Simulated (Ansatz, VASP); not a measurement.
**Two plane-wave programs on ZnSe**

INCAR

```
PREC     = Accurate       # precision mode
ENCUT    = 520            # plane-wave cutoff, eV
EDIFF    = 1E-6           # SCF threshold, eV
ISMEAR   = 0              # smearing method
SIGMA    = 0.05           # smearing width, eV
LREAL    = False          # projectors in reciprocal space
LASPH    = True           # aspherical terms in the spheres
NELM     = 60             # most SCF steps
ALGO     = Normal         # electronic algorithm
ISIF     = 2              # what is computed and relaxed
LWAVE    = False          # write WAVECAR
LCHARG   = False          # write CHGCAR
GGA      = PS             # functional
NBANDS   = 26             # bands
```

The input KPOINTS:

```
regular mesh
0
Gamma
  8 8 6
```

Contents of POSCAR:

```
ZnSe
1.0
    3.8287309347      0.0000000000      0.0000000000
    0.0000000000      3.8287309347      0.0000000000
    0.0000000000      0.0000000000      5.2575926485
Zn Se
2 2
Direct
    0.0000000000      0.0000000000      0.0000000000
    0.5000000000      0.5000000000      0.0000000000
    0.0000000000      0.5000000000      0.2319924411
    0.5000000000      0.0000000000      0.7680075589
```

Input for Ansatz:

```yaml
crystal:
  lattice:
    - [3.8287309347, 0.0, 0.0]
    - [0.0, 3.8287309347, 0.0]
    - [0.0, 0.0, 5.2575926485]
  atoms:
    - { symbol: Zn, position: [0.0, 0.0, 0.0] }
    - { symbol: Zn, position: [0.5, 0.5, 0.0] }
    - { symbol: Se, position: [0.0, 0.5, 0.2319924411] }
    - { symbol: Se, position: [0.5, 0.0, 0.7680075589] }
basis:
  ecutwfc: 520.0
kpoints:
  mp_grid: { grid: [8, 8, 6] }
hamiltonian:
  xc: pbesol
  pseudopotentials: { kind: paw, azcp: { folder: soft_1 } }
scf:
  occupations: { method: gaussian, width: 0.05 }
output:
  forces: true
  stress: true
  eigenvalues: true
```

Alike in both runs: task single point; functional PBEsol; k mesh 8 × 8 × 6; occupations gaussian, width 0.05 eV; no spin polarisation.

|  | VASP | Ansatz |
| --- | --- | --- |
| version | VASP 6.6.1 | Ansatz 0.2.0 |
| potentials or method | VASP PAW PBE potentials, release 64 (Zn, Se), cutoff 520 eV | scalar-relativistic, plane waves, PAW |
| valence electrons in the cell | 36 | 56 |

```csv
,VASP,Ansatz,Ansatz less VASP
gap on the k mesh at the Fermi level (eV),1.22,1.23,+0.017
least direct gap on the mesh (eV),1.22,1.23,+0.017
rms of the force components (eV/Å),2.043,1.995,-0.0477
```

VASP's potentials were made for PBE, not for PBEsol, and Ansatz warns of the same on its side. Atom by atom the forces differ by 0.048 eV/Å (rms over components). With one functional, cell and mesh, what is left measures potentials, basis and numerics. VASP's potentials hold 36 valence electrons a cell and Ansatz's 56, so a difference there can come from the potentials and not from the codes.
